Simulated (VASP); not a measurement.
Set up this calculation in VASP 6.6.1, as the native input.

```yaml
Task: single point
Functional: LDA
Potentials_or_basis: VASP PAW LDA potentials, release 64 (Rb_sv)
Cutoff: 520 eV
k_mesh: 14 × 14 × 14
Occupations: methfessel-paxton, width 0.1 eV
Spin: no spin polarisation
Dipole_correction: no
Further_INCAR_settings: ALGO = Normal; EDIFF = 1e-06; NBANDS = 10
```

The structure of Rb lies in POSCAR:

```
Rb
1.0
   -2.6913284244      2.6913284244      2.6913284244
    2.6913284244     -2.6913284244      2.6913284244
    2.6913284244      2.6913284244     -2.6913284244
Rb
1
Direct
    0.0000000000      0.0000000000      0.0000000000
```

The input as run:

INCAR

```
SYSTEM = Rb
ALGO = Normal
EDIFF = 1E-6
ENCUT = 520
GGA = CA
ISIF = 2
ISMEAR = 1
LASPH = .True.
LCHARG = .False.
LREAL = .False.
LWAVE = .False.
NBANDS = 10
NELM = 100
PREC = Accurate
SIGMA = 0.1
```

KPOINTS

```
k-points
0
Gamma
  14 14 14
  0 0 0
```

Potentials or basis: VASP PAW LDA potentials, release 64 (Rb_sv).

Run with:

```console
$ cat potpaw_LDA.64/Rb_sv/POTCAR > POTCAR
$ mpirun -np 1 vasp_std > vasp.out
```

It gave:

* Pressure: 0.0 GPa
* Band gap on the k mesh: zero (an odd number of electrons rules out a gap without spin polarisation)

Run time: 40 s on 1 thread of Intel(R) Xeon(R) Platinum 8375C CPU @ 2.90GHz (Ice Lake), with other jobs on the host, peak memory 0.21 GiB.
